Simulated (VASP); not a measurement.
Runs of VASP 6.6.1 on Ca. The structure is that of space group Im-3m (No. 229), or close to it. The cells are those of the table. 

```tsv
cell	further INCAR settings	gap on the mesh (eV)	pressure (GPa)
a = 3.910 Å, angles 109.4, 109.4, 109.7°, 1 atom	ALGO = Fast; EDIFF = 1e-07; NBANDS = 11	none	(b)
a = 3.878 Å, angles 108.7, 108.7, 111.0°, 1 atom	ALGO = Fast; EDIFF = 1e-07; NBANDS = 11	none	-1.0
a = 3.655 Å, angles 110.1, 110.1, 108.3°, 1 atom	ALGO = Fast; EDIFF = 1e-07; NBANDS = 11	none	2.2
a = 3.783 Å, angles 110.7, 110.7, 107.0°, 1 atom	ALGO = Fast; EDIFF = 1e-06; NBANDS = 11	none	(a)
a = 3.688 Å, angles 110.8, 110.8, 106.9°, 1 atom	ALGO = Fast; EDIFF = 1e-06; NBANDS = 11	none	1.7
```

Alike in all rows: task single point; level PBE; potentials or basis VASP PAW PBE potentials, release 64 (Ca_sv); no spin polarisation; k mesh 16 × 16 × 16; cutoff (eV) 520; smearing gaussian 0.15 eV.

Estimate the missing entries.

(a) 0.2; (b) -1.3.

A gap of «none» marks levels without a gap at the run's occupations.
